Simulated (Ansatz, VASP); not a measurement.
# One calculation of H2CI2, two programs

File INCAR:

```
PREC = Accurate
ENCUT = 520
EDIFF = 1E-6
ISMEAR = 0
SIGMA = 0.01
LREAL = F
LASPH = T
NELM = 80
ALGO = Normal
ISIF = 2
LWAVE = F
LCHARG = F
GGA = PS
NBANDS = 18
```

File KPOINTS:

```
Automatic mesh
0
Gamma
  5 5 5
```

Contents of POSCAR:

```
H2CI2
1.0
    0.0000000000      6.4560000000      2.3465000000
    3.5909500000      0.0000000000      2.3465000000
    3.5909500000      6.4560000000      0.0000000000
H C I
2 1 2
Direct
    0.7537900000      0.9786100000      0.2462100000
    0.9786100000      0.7537900000      0.0213900000
    0.9955200000      0.9955200000      0.0044800000
    0.3808600000      0.1072400000      0.8927600000
    0.1072400000      0.3808600000      0.6191400000
```

Input for Ansatz:

```yaml
crystal:
  lattice:
    - [0.0, 6.456, 2.3465]
    - [3.59095, 0.0, 2.3465]
    - [3.59095, 6.456, 0.0]
  atoms:
    - { symbol: H, position: [0.75379, 0.97861, 0.24621] }
    - { symbol: H, position: [0.97861, 0.75379, 0.02139] }
    - { symbol: C, position: [0.99552, 0.99552, 0.00448] }
    - { symbol: I, position: [0.38086, 0.10724, 0.89276] }
    - { symbol: I, position: [0.10724, 0.38086, 0.61914] }
kpoints:
  mp_grid:
    grid: [5, 5, 5]
hamiltonian:
  xc: pbesol
scf:
  occupations:
    method: fixed
output:
  forces: true
```

Alike in both runs: task single point; functional PBEsol; k mesh 5 × 5 × 5; no spin polarisation.

```csv
,VASP,Ansatz
version,VASP 6.6.1,Ansatz 0.2.0
potentials or method,"VASP PAW PBE potentials, release 64 (H, C, I)","plane waves, PAW"
plane-wave cutoff (eV),520,420
occupations,"gaussian, width 0.01 eV",fixed
valence electrons in the cell,20,40
```

Ansatz gave:

```
rms of the force components (eV/Å) : 1.637
```

What did VASP give for the same quantities?

rms of the force components (eV/Å): 1.646.

VASP's potentials were made for PBE, not for PBEsol. Atom by atom the forces differ by 0.009 eV/Å (rms over components). VASP's potentials hold 20 valence electrons a cell and Ansatz's 40, so a difference there can come from the potentials and not from the codes.

Spin-orbit coupling is off throughout.
